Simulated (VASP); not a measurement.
# Ni: single point with revPBE

Ni:

```
Ni
1.0
     0.00000    1.79383    1.79383
     1.79383    0.00000    1.79383
     1.79383    1.79383    0.00000
Ni
1
Direct
  0.00000 0.00000 0.00000
```

| Quantity | Value |
| --- | --- |
| Program | VASP 6.6.1 |
| Task | single point |
| Functional | revPBE |
| Potentials or basis | VASP PAW PBE potentials, release 64 (Ni) |
| Cutoff | 520 eV |
| k mesh | 8 × 8 × 8 |
| Occupations | methfessel-paxton, width 0.041 eV |
| Spin | no spin polarisation |

- Pressure: -7.1 GPa
- Band gap on the k mesh: zero (band 5 reaches 8.63 eV, above the bottom of band 6 at 7.75 eV)

Levels at points of the mesh, in eV from the Fermi level:
```
           k point  band 2  band 3  band 4  band 5  band 6  band 7  band 8  band 9
(0.00, 0.00, 0.00)   -1.70   -1.70   -1.70   -0.70   -0.70   23.28   26.82   26.82
(0.50, 0.00, 0.00)   -1.74   -1.74   -0.04   -0.03   -0.03    5.68   21.80   23.93
(0.50, 0.50, 0.00)   -3.37   -0.04    0.14    0.14    2.59    9.02   14.50   14.50
```

Run time: 5.5 s on 1 thread of AMD EPYC 7R13, with other jobs on the host, peak memory 0.09 GiB.

Caveat: the k points lie up to 0.38 Å⁻¹ apart; the PAW data sets were made with another functional, which shifts forces and pressure a little; the run has no spin polarisation, though such a crystal can be magnetic. Spin polarisation is off, so any magnetic state and its effect on volume and gap are missing.
